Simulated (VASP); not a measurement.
Set up this calculation in VASP 6.6.1, as the native input.

```yaml
Task: single point
Functional: PBEsol
Potentials_or_basis: VASP PAW PBE potentials, release 64 (Si, Ge_d)
Cutoff: 520 eV
k_mesh: 12 × 12 × 6
Occupations: gaussian, width 0.03 eV
Spin: no spin polarisation
Dipole_correction: no
Further_INCAR_settings: ALGO = Normal; EDIFF = 1e-07; NBANDS = 26
```

The structure of SiGe lies in POSCAR:

```
SiGe
1.0
    3.9005968931      0.0000000000      0.0000000000
   -1.9502984466      3.3780159994      0.0000000000
    0.0000000000      0.0000000000      6.4433927721
Si Ge
2 2
Direct
    0.6666666667      0.3333333333      0.8745463420
    0.3333333333      0.6666666667      0.3745463420
    0.6666666667      0.3333333333      0.5004526580
    0.3333333333      0.6666666667      0.0004526580
```

One way to write it, as run:

INCAR

```
PREC = Accurate
ENCUT = 520
EDIFF = 1E-7
ISMEAR = 0
SIGMA = 0.03
LREAL = F
LASPH = T
NELM = 60
ALGO = Normal
ISIF = 2
LWAVE = F
LCHARG = F
GGA = PS
NBANDS = 26
```

KPOINTS

```
Automatic mesh
0
Gamma
  12 12 6
```

Potentials or basis: VASP PAW PBE potentials, release 64 (Si, Ge_d).

Command:

```console
$ cat potpaw_PBE.64/Si/POTCAR potpaw_PBE.64/Ge_d/POTCAR > POTCAR
$ mpirun -np 1 vasp_std > vasp.out
```

Results of the run:

The pressure is 0.0 GPa. The band gap on the k mesh is 0.35 eV (least direct gap 0.41 eV).

Caveat: the PAW data sets were made with another functional, which shifts forces and pressure a little.

Run time: 3.2 min on 1 thread of Intel Xeon 8259CL, with other jobs on the host, peak memory 0.28 GiB.
